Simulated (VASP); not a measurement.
# Be (Pm-3m) in VASP: single point with PBE

Aim: the single point of Be with PBE.

Program: VASP 6.6.1. These are calculated values, not measurements. Logs are shortened: lines on timing, memory, paths and dates and some standing lists are left out, and cuts for length are marked.

## 1. The cell of the first run

Symmetry: Pm-3m, No. 221, cubic system. The conventional cell has a = 2.165 Å, b = 2.165 Å, c = 2.165 Å, α = 90.00°, β = 90.00°, γ = 90.00°. Within 2.9 Å of Be (site symmetry m-3m) lie 6 Be at 2.17 Å.

## 2. Single point, PBE

File INCAR:

```
SYSTEM = Be
ALGO = Normal
EDIFF = 1E-6
ENCUT = 600
GGA = PE
GGA_COMPAT = .False.
ISIF = 2
ISMEAR = 1
LASPH = .True.
LCHARG = .True.
LELF = .True.
LREAL = .False.
LVHAR = .True.
LWAVE = .False.
NBANDS = 9
NELM = 120
PREC = Accurate
SIGMA = 0.05
```

File KPOINTS:

```
k-points
0
Gamma
  7 7 7
  0 0 0
```

File POSCAR:

```
Be
1.0
    0.0000000000      2.1650000000      2.1650000000
    2.1650000000      0.0000000000      2.1650000000
    2.1650000000      2.1650000000      0.0000000000
Be
2
Direct
    0.2500000000      0.2500000000      0.2500000000
    0.7500000000      0.7500000000      0.7500000000
```

Potentials or basis: VASP PAW PBE potentials, release 64 (Be).

Command:

```console
$ cat potpaw_PBE.64/Be/POTCAR > POTCAR
$ mpirun -np 1 vasp_std > vasp.out
```

OUTCAR:

```text
SYSTEM = Be
   EDIFF = 1E-6
   ENCUT = 600
   GGA = PE
   ISIF = 2
   ISMEAR = 1
   LASPH = .True.
   LREAL = .False.
   NELM = 120
   PREC = Accurate

 ion  position               nearest neighbor table
   1  0.250  0.250  0.250-   2 2.17   2 2.17   2 2.17   2 2.17   2 2.17   2 2.17
   2  0.750  0.750  0.750-   1 2.17   1 2.17   1 2.17   1 2.17   1 2.17   1 2.17

  LATTYP: Found a face centered cubic cell.
 ALAT       =     4.3300000000

  Lattice vectors:

 A1 = (   0.0000000000,   2.1650000000,   2.1650000000)
 A2 = (   2.1650000000,   0.0000000000,   2.1650000000)
 A3 = (   2.1650000000,   2.1650000000,   0.0000000000)

Analysis of symmetry for initial positions (statically):
=====================================================================
 Subroutine PRICEL returns following result:

  LATTYP: Found a simple cubic cell.
 ALAT       =     2.1650000000

  Lattice vectors:

 A1 = (  -2.1650000000,   0.0000000000,   0.0000000000)
 A2 = (   0.0000000000,   0.0000000000,   2.1650000000)
 A3 = (   0.0000000000,   2.1650000000,   0.0000000000)

   2 primitive cells build up your supercell.

 Routine SETGRP: Setting up the symmetry group for a
 face centered cubic supercell.

 Subroutine GETGRP returns: Found 48 space group operations
 (whereof 48 operations were pure point group operations)
 out of a pool of 48 trial point group operations.

The static configuration has the point symmetry O_h .

Analysis of symmetry for dynamics (positions and initial velocities):
=====================================================================
 Subroutine PRICEL returns following result:

  LATTYP: Found a simple cubic cell.
 ALAT       =     2.1650000000

  Lattice vectors:

 A1 = (  -2.1650000000,   0.0000000000,   0.0000000000)
 A2 = (   0.0000000000,   0.0000000000,   2.1650000000)
 A3 = (   0.0000000000,   2.1650000000,   0.0000000000)

   2 primitive cells build up your supercell.

 Routine SETGRP: Setting up the symmetry group for a
 face centered cubic supercell.

 Subroutine GETGRP returns: Found 48 space group operations
 (whereof 48 operations were pure point group operations)
 out of a pool of 48 trial point group operations.

The dynamic configuration has the point symmetry O_h .

 Subroutine INISYM returns: Found 48 space group operations
 (whereof 48 operations are pure point group operations),
 and found     2 'primitive' translations

----------------------------------------------------------------------------------------

                                     Primitive cell

  volume of cell :      10.1478

  direct lattice vectors                    reciprocal lattice vectors
    -2.165000000  0.000000000  0.000000000    -0.461893764  0.000000000  0.000000000
     0.000000000  0.000000000  2.165000000     0.000000000  0.000000000  0.461893764
     0.000000000  2.165000000  0.000000000     0.000000000  0.461893764  0.000000000

  length of vectors
     2.165000000  2.165000000  2.165000000     0.461893764  0.461893764  0.461893764

  position of ions in fractional coordinates (direct lattice)
     0.500000000  0.500000000  0.500000000

  ion indices of the primitive-cell ions
   primitive index   ion index
                 1           1

----------------------------------------------------------------------------------------

 KPOINTS: k-points

Automatic generation of k-mesh.
 Grid dimensions read from file:
 generate k-points for:    7    7    7

 Generating k-lattice:

  Cartesian coordinates                     Fractional coordinates (reciprocal lattice)
    -0.032992412  0.032992412  0.032992412     0.142857143  0.000000000  0.000000000
     0.032992412 -0.032992412  0.032992412     0.000000000  0.142857143  0.000000000
     0.032992412  0.032992412 -0.032992412     0.000000000  0.000000000  0.142857143

  Length of vectors
     0.057144533  0.057144533  0.057144533

  Shift w.r.t. Gamma in fractional coordinates (k-lattice)
     0.000000000  0.000000000  0.000000000

 Subroutine IBZKPT returns following result:
 ===========================================

 Found     20 irreducible k-points:

 Following reciprocal coordinates:
            Coordinates               Weight
  0.000000  0.000000  0.000000      1.000000
  0.142857  0.000000  0.000000      8.000000
  0.285714  0.000000  0.000000      8.000000
  0.428571  0.000000  0.000000      8.000000
  0.142857  0.142857  0.000000      6.000000
  0.285714  0.142857  0.000000     24.000000
[... 12 lines left out ...]
 -0.428571  0.428571  0.142857     24.000000
 -0.285714  0.428571  0.142857     24.000000
   k-points           NKPTS =     20   k-points in BZ     NKDIM =     20   number of bands    NBANDS=      9
   number of dos      NEDOS =    301   number of ions     NIONS =      2
   total plane-waves  NPLWV =  13824
   dimension x,y,z NGX =    24 NGY =   24 NGZ =   24
   dimension x,y,z NGXF=    48 NGYF=   48 NGZF=   48
   ions per type =               2
   NGX,Y,Z   is equivalent  to a cutoff of  13.03, 13.03, 13.03 a.u.
   NGXF,Y,Z  is equivalent  to a cutoff of  26.06, 26.06, 26.06 a.u.
 SYSTEM =  Be
   PREC   = accura    normal or accurate (medium, high low for compatibility)
   ISTART =      0    job   : 0-new  1-cont  2-samecut
   ICHARG =      2    charge: 1-file 2-atom 10-const
   ISPIN  =      1    spin polarized calculation?
   LNONCOLLINEAR =      F non collinear calculations
   LSORBIT =      F    spin-orbit coupling
   LASPH  =      T    aspherical Exc in radial PAW
   ENCUT  =  600.0 eV  44.10 Ry    6.64 a.u.   6.12  6.12  6.12*2*pi/ulx,y,z
   NELM   =    120;   NELMIN=  2; NELMDL= -5     # of ELM steps
   EDIFF  = 0.1E-05   stopping-criterion for ELM
   LREAL  =      F    real-space projection
[... 7 lines left out ...]
   TEBEG  =    0.0;   TEEND  =   0.0 temperature during run
   PSTRESS=    0.0 pullay stress
   NELECT =       4.0000    total number of electrons
   NUPDOWN=      -1.0000    fix difference up-down
   EMIN   =  10.00;   EMAX   =-10.00  energy-range for DOS
   EFERMI =   0.00;   METHOD = LEGACY
   ISMEAR =     1;   SIGMA  =   0.05  broadening in eV -4-tet -1-fermi 0-gaus
   EFERMI_NEDOS =   21; number of points for ismear=-14 and -15
   IALGO  =     38    algorithm
   IMIX   =      4    mixing-type and parameters
     AMIX     =   0.40;   BMIX     =  1.00
     AMIX_MAG =   1.60;   BMIX_MAG =  1.00
  volume/ion in A,a.u.               =      10.15        68.48
  Fermi-wavevector in a.u.,A,eV,Ry     =   0.952709  1.800359 12.349388  0.907654
  Thomas-Fermi vector in A             =   2.081297
   LORBIT       =      0    0 simple, 1 ext, 2 COOP (PROOUT), +10 PAW based schemes
   GGA     = PE    functional components
   LHFCALC =     F    Hartree Fock is set to
   AEXX    =    0.0000 exact exchange contribution
   IVDW    =     0    specifies the selected vdW correction
   LEPSILON=     F    determine dielectric tensor
   LRPA    =     F    only Hartree local field effects (RPA)
 non-spin polarized calculation
 Methfessel and Paxton  Order N= 1 SIGMA  =   0.05
  energy-cutoff  :      600.00
  volume of cell :       20.30
 maximum number of plane-waves:       688
   NGX = 13   NGY = 13   NGZ = 13

 number of electron       4.0000000 magnetization

 Free energy of the ion-electron system (eV)
  ---------------------------------------------------
  ext. energy  EPLUGINS =         0.00000000
  ---------------------------------------------------
  free energy    TOTEN  =        -5.50584296 eV

  energy without entropy =       -5.50492299  energy(sigma->0) =       -5.50553631

 E-fermi :   4.8422     XC(G=0):  -9.7949

 val. band max:        4.6675870576   @ k =   0.2857   0.0000   0.0000
 cond. band min:       4.8496394667   @ k =  -0.4286   0.2857   0.0000
 fundamental gap:      0.1820524091
 Fermi energy:         4.8421676016

 k-point     1 :       0.0000    0.0000    0.0000
  band No.  band energies     occupation
      1      -4.8786      2.00000
      2      10.2779      0.00000
      3      10.2779      0.00000
      4      10.2779      0.00000
      5      18.1612      0.00000
      6      18.1612      0.00000
      7      18.1612      0.00000
      8      18.5084      0.00000
      9      18.5084      0.00000

 k-point     2 :       0.1429    0.0000    0.0000
  band No.  band energies     occupation
      1      -4.4966      2.00000
      2       8.2976      0.00000
      3      10.1319      0.00000
      4      10.1319      0.00000
      5      16.5369      0.00000
      6      16.5369      0.00000
      7      17.6041      0.00000
      8      18.5606      0.00000
      9      19.2618      0.00000

 k-point     3 :       0.2857    0.0000    0.0000
  band No.  band energies     occupation
      1      -3.3458      2.00000
      2       4.6676      2.00001
      3      10.0663      0.00000
      4      10.0663      0.00000
      5      13.8421      0.00000
      6      13.8421      0.00000
      7      17.9905      0.00000
      8      18.6943      0.00000
      9      22.1835      0.00000

 k-point     4 :       0.4286    0.0000    0.0000
  band No.  band energies     occupation
      1      -1.4165      2.00000
      2       1.2838      2.00000
      3      10.5539      0.00000
      4      10.5539      0.00000
      5      11.7988      0.00000
      6      11.7988      0.00000
      7      18.5933      0.00000
      8      18.7932      0.00000
      9      26.1012      0.00000

 k-point     5 :       0.1429    0.1429    0.0000
  band No.  band energies     occupation
      1      -4.3712      2.00000
      2       8.8199      0.00000
      3       8.8199      0.00000
      4      10.5987      0.00000
      5      13.9793      0.00000
      6      15.4949      0.00000
      7      19.0092      0.00000
      8      19.0092      0.00000
      9      20.8982      0.00000

 k-point     6 :       0.2857    0.1429    0.0000
  band No.  band energies     occupation
      1      -3.4826      2.00000
      2       6.0899      0.00000
      3       8.0584      0.00000
      4      11.2240      0.00000
      5      11.2528      0.00000
      6      15.7385      0.00000
      7      17.5812      0.00000
      8      19.4050      0.00000
      9      22.2138      0.00000
[... 121 lines left out ...]
 k-point    17 :       0.4286    0.2857    0.1429
  band No.  band energies     occupation
      1      -2.3475      2.00000
      2       5.0430     -0.00000
      3       5.9333      0.00000
      4       8.7268      0.00000
      5      12.6953      0.00000
      6      15.9976      0.00000
      7      16.7573      0.00000
      8      20.8537      0.00000
      9      23.6830      0.00000

 k-point    18 :      -0.4286    0.2857    0.1429
  band No.  band energies     occupation
      1      -0.4557      2.00000
      2       2.1504      2.00000
      3       5.8693      0.00000
      4       6.8926      0.00000
      5      14.0410      0.00000
      6      15.2915      0.00000
      7      18.7172      0.00000
      8      21.4623      0.00000
      9      23.0954      0.00000

 k-point    19 :      -0.4286    0.4286    0.1429
  band No.  band energies     occupation
      1      -0.0183      2.00000
      2       3.8775      2.00000
      3       4.4628      2.00000
      4       4.9925     -0.00018
      5      13.5065      0.00000
      6      14.7904      0.00000
      7      18.7330      0.00000
      8      22.3621      0.00000
      9      24.3830      0.00000

 k-point    20 :      -0.2857    0.4286    0.1429
  band No.  band energies     occupation
      1       1.5988      2.00000
      2       1.6646      2.00000
      3       3.9108      2.00000
      4       5.3908     -0.00000
      5      14.4561      0.00000
      6      16.8895      0.00000
      7      18.5349      0.00000
      8      20.7696      0.00000
      9      23.0282      0.00000

------------------------ aborting loop because EDIFF is reached ----------------------------------------

  FORCE on cell =-STRESS in cart. coord.  units (eV):
  Direction    XX          YY          ZZ          XY          YZ          ZX
  --------------------------------------------------------------------------------------
  -------------------------------------------------------------------------------------
  Total        0.1692779      0.1692779      0.1692779     -0.0000000     -0.0000000     -0.0000000
  in kB       13.3631003     13.3631003     13.3631003     -0.0000000     -0.0000000     -0.0000000
  external PRESSURE =      13.3631003 kB  Pullay stress =       0.0000000 kB

 VOLUME and BASIS-vectors are now :
 -----------------------------------------------------------------------------
  energy-cutoff  :      600.00
  volume of cell :       20.30
      direct lattice vectors                 reciprocal lattice vectors
     0.000000000  2.165000000  2.165000000    -0.230946882  0.230946882  0.230946882
     2.165000000  0.000000000  2.165000000     0.230946882 -0.230946882  0.230946882
     2.165000000  2.165000000  0.000000000     0.230946882  0.230946882 -0.230946882

 POSITION                                       TOTAL-FORCE (eV/Angst)
 -----------------------------------------------------------------------------------
      1.08250      1.08250      1.08250         0.000000      0.000000      0.000000
      3.24750      3.24750      3.24750        -0.000000     -0.000000     -0.000000
 -----------------------------------------------------------------------------------
    total drift:                                0.000000     -0.000000      0.000000

  FREE ENERGIE OF THE ION-ELECTRON SYSTEM (eV)
  ---------------------------------------------------
  free  energy   TOTEN  =        -5.5058429624 eV

  energy  without entropy=       -5.5049229949  energy(sigma->0) =       -5.50553631
```

It took 3.7 s on 1 thread of Intel Xeon 6975P-C, shared host; peak memory 0.13 GiB.

What came out:

```
Free energy            : -5.5058 eV
Pressure               : 1.3 GPa
Band gap on the k mesh : zero (band 2 reaches 10.28 eV, above the bottom of band 3 at 3.91 eV)
```

Levels at points of the mesh, in eV from the Fermi level:
```tsv
k point	band 1	band 2	band 3	band 4	band 5
(0.00, 0.00, 0.00)	-9.72	5.44	5.44	5.44	13.32
```
